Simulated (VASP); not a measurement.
# PtPb (P6_3/mmc) in VASP: notebook, part 2 of 2

VASP 6.6.1. Earlier steps stand in the parts before.

## Step 5: Single point, LDA (equal xx and yy strain of +2 %)

The input, INCAR:

```
PREC = Accurate
ENCUT = 520
EDIFF = 1E-7
ISMEAR = -1
SIGMA = 0.05
LREAL = False
LASPH = True
NELM = 100
ALGO = Normal
ISIF = 2
LWAVE = False
LCHARG = False
NBANDS = 32
```

The input, KPOINTS:

```
Automatic mesh
0
Gamma
  10 10 7
```

The input, POSCAR:

```
PtPb
1.0
    4.3350008983      0.0000000000      0.0000000000
   -2.1675004492      3.7542209034      0.0000000000
    0.0000000000      0.0000000000      5.4560000000
Pt Pb
2 2
Direct
    0.3333333333      0.6666666667      0.2500000000
    0.6666666667      0.3333333333      0.7500000000
    0.0000000000      0.0000000000      0.0000000000
    0.0000000000      0.0000000000      0.5000000000
```

Potentials or basis: VASP PAW LDA potentials, release 64 (Pt, Pb_d).

The run is started by

```console
$ cat potpaw_LDA.64/Pt/POTCAR potpaw_LDA.64/Pb_d/POTCAR > POTCAR
$ mpirun -np 1 vasp_std > vasp.out
```

OUTCAR:

```text
PREC = Accurate
   ENCUT = 520
   EDIFF = 1E-7
   ISMEAR = -1
   LREAL = False
   LASPH = True
   NELM = 100
   ISIF = 2

 ion  position               nearest neighbor table
   1  0.333  0.667  0.250-   3 2.85   4 2.85   3 2.85   4 2.85   3 2.85   4 2.85
   2  0.667  0.333  0.750-   3 2.85   4 2.85   3 2.85   4 2.85   3 2.85   4 2.85
   3  0.000  0.000  0.000-   4 2.73   4 2.73   1 2.85   2 2.85   2 2.85   1 2.85   2 2.85   1 2.85

   4  0.000  0.000  0.500-   3 2.73   3 2.73   1 2.85   2 2.85   2 2.85   1 2.85   2 2.85   1 2.85

  LATTYP: Found a hexagonal cell.
 ALAT       =     4.3350008983
 C/A-ratio  =     1.2585925881

  Lattice vectors:

 A1 = (   4.3350008983,   0.0000000000,   0.0000000000)
 A2 = (  -2.1675004492,   3.7542209034,   0.0000000000)
 A3 = (   0.0000000000,   0.0000000000,   5.4560000000)

Analysis of symmetry for initial positions (statically):
=====================================================================
 Subroutine PRICEL returns:
 Original cell was already a primitive cell.

 Routine SETGRP: Setting up the symmetry group for a
 hexagonal supercell.

 Subroutine GETGRP returns: Found 24 space group operations
[... 169 lines left out ...]

 E-fermi :   8.1415     XC(G=0): -11.5903

 val. band max:        8.1408309772   @ k =   0.4000   0.0000   0.1429
 cond. band min:       8.1507185978   @ k =   0.3000   0.1000   0.1429
 fundamental gap:      0.0098876206
 Fermi energy:         8.1415115553

 k-point     1 :       0.0000    0.0000    0.0000
  band No.  band energies     occupation
      1     -10.1177      2.00000
      2      -9.3486      2.00000
      3      -9.3486      2.00000
      4      -8.8021      2.00000
      5      -8.8021      2.00000
      6      -8.7419      2.00000
[... 829 lines left out ...]
     31      15.3397      0.00000
     32      17.6881      0.00000

 [... further k-points ...]

------------------------ aborting loop because EDIFF is reached ----------------------------------------

  FORCE on cell =-STRESS in cart. coord.  units (eV):
  Direction    XX          YY          ZZ          XY          YZ          ZX
  --------------------------------------------------------------------------------------
  -------------------------------------------------------------------------------------
  Total       -3.4489435     -3.4489435     10.9785265      0.0000000     -0.0000000      0.0000000
  in kB      -62.2319313    -62.2319313    198.0939718      0.0000000     -0.0000000      0.0000000
  external PRESSURE =      24.5433697 kB  Pullay stress =       0.0000000 kB

 VOLUME and BASIS-vectors are now :
 -----------------------------------------------------------------------------
  energy-cutoff  :      520.00
  volume of cell :       88.79
      direct lattice vectors                 reciprocal lattice vectors
     4.335000898  0.000000000  0.000000000     0.230680460  0.133183426  0.000000000
    -2.167500449  3.754220903  0.000000000     0.000000000  0.266366851  0.000000000
     0.000000000  0.000000000  5.456000000     0.000000000  0.000000000  0.183284457

 POSITION                                       TOTAL-FORCE (eV/Angst)
 -----------------------------------------------------------------------------------
     -0.00000      2.50281      1.36400         0.000000     -0.000000      0.000000
      2.16750      1.25141      4.09200        -0.000000      0.000000      0.000000
      0.00000      0.00000      0.00000         0.000000      0.000000      0.000000
      0.00000      0.00000      2.72800         0.000000      0.000000      0.000000
 -----------------------------------------------------------------------------------
    total drift:                               -0.000000      0.000000      0.000000

  FREE ENERGIE OF THE ION-ELECTRON SYSTEM (eV)
  ---------------------------------------------------
  free  energy   TOTEN  =       -21.5947931092 eV

  energy  without entropy=      -21.5723690781  energy(sigma->0) =      -21.58358109
```

OSZICAR:

```text
N       E                     dE             d eps       ncg     rms          rms(c)
DAV:   1     0.524801552846E+03    0.52480E+03   -0.22933E+04  3584   0.176E+03
DAV:   2     0.269393599481E+02   -0.49786E+03   -0.46864E+03  3800   0.474E+02
DAV:   3    -0.202239622268E+02   -0.47163E+02   -0.44671E+02  4408   0.167E+02
DAV:   4    -0.218826143391E+02   -0.16587E+01   -0.16547E+01  4160   0.316E+01
DAV:   5    -0.219689285200E+02   -0.86314E-01   -0.86305E-01  5416   0.717E+00    0.725E+00
DAV:   6    -0.216735636763E+02    0.29536E+00   -0.70860E-01  4224   0.686E+00    0.373E+00
DAV:   7    -0.216107335736E+02    0.62830E-01   -0.91570E-02  5232   0.388E+00    0.185E+00
DAV:   8    -0.215957997484E+02    0.14934E-01   -0.30201E-02  4744   0.126E+00    0.348E-01
DAV:   9    -0.215948205915E+02    0.97916E-03   -0.44365E-03  4728   0.867E-01    0.635E-02
DAV:  10    -0.215947925891E+02    0.28002E-04   -0.20459E-04  4960   0.169E-01    0.190E-02
DAV:  11    -0.215947930782E+02   -0.48914E-06   -0.85805E-06  4960   0.235E-02    0.229E-03
DAV:  12    -0.215947931092E+02   -0.31006E-07   -0.46883E-07  4104   0.576E-03
   1 F= -.21594793E+02 E0= -.21583581E+02  d E =-.224240E-01
```

stdout:

```text
POSCAR found type information on POSCAR PtPb
 POSCAR found :  2 types and       4 ions
 scaLAPACK will be used
 LDA part: xc-table for (Slater(with rela. corr.)+CA(PZ))
 , standard interpolation
 POSCAR, INCAR and KPOINTS ok, starting setup
 FFT: planning ... GRIDC
 FFT: planning ... GRID_SOFT
 FFT: planning ... GRID
 WAVECAR not read
 entering main loop
```

Wall time 49 s (1 thread of Intel Xeon 6975P-C (Granite Rapids), shared host); peak memory 0.26 GiB.

Results:

- Free energy: -21.5948 eV
- Pressure: 2.5 GPa
- Band gap on the k mesh: zero (band 24 reaches 9.98 eV, above the bottom of band 25 at 7.39 eV)

Stress tensor (GPa, compression positive):
```
-6.22  0.00  0.00
 0.00 -6.22  0.00
 0.00  0.00 19.81
```

Caveat: the cell differs from its parent crystal (equal xx and yy strain of +2 %); spin-orbit coupling is left out, which moves the levels of the heavy elements.

## Step 6: Single point, LDA

This run uses another cell than the first one, of 21.34 Å³/atom, 1.041 times its volume.

The input, INCAR:

```
PREC = Accurate
ENCUT = 520
EDIFF = 1E-6
ISMEAR = -1
SIGMA = 0.05
LREAL = False
LASPH = True
NELM = 100
ALGO = Normal
ISIF = 2
LWAVE = False
LCHARG = True
LELF = True
LVHAR = True
NBANDS = 32
```

KPOINTS is that of step 5.

Changes to POSCAR since step 5:

```diff
@@ -2,4 +2,4 @@
 1.0
-    4.3350008983      0.0000000000      0.0000000000
-   -2.1675004492      3.7542209034      0.0000000000
+    4.2500008807      0.0000000000      0.0000000000
+   -2.1250004404      3.6806087288      0.0000000000
     0.0000000000      0.0000000000      5.4560000000
```

Potentials or basis: VASP PAW LDA potentials, release 64 (Pt, Pb_d).

The run is started by

```console
$ cat potpaw_LDA.64/Pt/POTCAR potpaw_LDA.64/Pb_d/POTCAR > POTCAR
$ mpirun -np 1 vasp_std > vasp.out
```

Run time: 2.4 min. Hardware: 1 thread of AMD EPYC 7R43 (Zen 3), shared host; peak memory 0.22 GiB.

It converged, with:

| Property | Result |
| --- | --- |
| Free energy | -21.6818 eV |
| Pressure | 6.9 GPa |
| Band gap on the k mesh | zero (band 24 reaches 10.80 eV, above the bottom of band 25 at 7.94 eV) |

Stress tensor (GPa, compression positive):
```
-1.92  0.00  0.00
 0.00 -1.92  0.00
 0.00  0.00 24.43
```

Levels at points of the mesh, in eV from the Fermi level:
| k point | band 20 | band 21 | band 22 | band 23 | band 24 | band 25 | band 26 | band 27 | band 28 | band 29 |
| --- | --- | --- | --- | --- | --- | --- | --- | --- | --- | --- |
| (0.00, 0.00, 0.00) | -2.64 | -2.64 | -2.33 | -1.36 | 1.98 | 3.30 | 3.30 | 5.34 | 5.56 | 5.56 |
| (0.50, 0.00, 0.00) | -2.20 | -2.04 | -1.80 | -0.94 | -0.84 | -0.17 | 0.77 | 0.79 | 5.54 | 6.83 |

Caveat: spin-orbit coupling is left out, which moves the levels of the heavy elements.

## Step 7: Overview

| cell | gap on the mesh (eV) | pressure (GPa) |
| --- | --- | --- |
| a = 4.165, b = 4.165, c = 5.456 Å, angles 90.0, 90.0, 120.0°, 4 atoms | none | 12.4 |
| a = 4.208, b = 4.208, c = 5.456 Å, angles 90.0, 90.0, 120.0°, 4 atoms | none | 9.5 |
| a = 4.293, b = 4.293, c = 5.456 Å, angles 90.0, 90.0, 120.0°, 4 atoms | none | 4.5 |
| a = 4.335, b = 4.335, c = 5.456 Å, angles 90.0, 90.0, 120.0°, 4 atoms | none | 2.5 |
| a = 4.250, b = 4.250, c = 5.456 Å, angles 90.0, 90.0, 120.0°, 4 atoms | none | 6.9 |

Alike in all rows: task single point; level LDA; potentials or basis VASP PAW LDA potentials, release 64 (Pt, Pb_d); no spin polarisation; k mesh 10 × 10 × 7; cutoff (eV) 520; smearing fermi-dirac 0.05 eV.

Caveats: spin-orbit coupling is left out, which moves the levels of the heavy elements.

Absolute energies hang on the potentials; compare differences alone.
